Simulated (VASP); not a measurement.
The system is VN2.

```
V N
1.0
    -2.15075    2.15075    2.49135
     2.15075   -2.15075    2.49135
     2.15075    2.15075   -2.49135
V N
2 4
Cartesian
  0.0000 0.0000 1.2457
  0.0000 0.0000 3.7370
  2.6459 0.4951 0.0000
  1.6556 0.4951 2.4914
  -0.4951 1.6556 2.4914
  0.4951 1.6556 0.0000
```

Base run:

- Program: VASP 6.6.1
- Functional: r2SCAN
- Potentials or basis: VASP PAW PBE potentials, release 64 (V_sv, N)
- Cutoff: 520 eV
- k mesh: 12 × 12 × 12
- Occupations: gaussian, width 0.1 eV
- Spin: no spin polarisation

Its results: band gap on the k mesh zero (bands 23 and 24 overlap by 0.37 eV); pressure -4.9 GPa; largest force 0.305 eV/Å.

The run is repeated on the same cell with these changes: functional from r2SCAN to PBE; further incar settings from ALGO = Normal; EDIFF = 1e-06; NBANDS = 32 to ALGO = Normal; EDIFF = 1e-07; NBANDS = 32. What comes out?

Band gap on the k mesh zero (bands 23 and 24 overlap by 0.38 eV); pressure -0.2 GPa; largest force 0.369 eV/Å.

Caveats: the run has no spin polarisation, though such a crystal can be magnetic; the stress differs along the axes, from -9 to -3 GPa (at least some runs); the PAW data sets were made with another functional, which shifts forces and pressure a little (at least some runs).
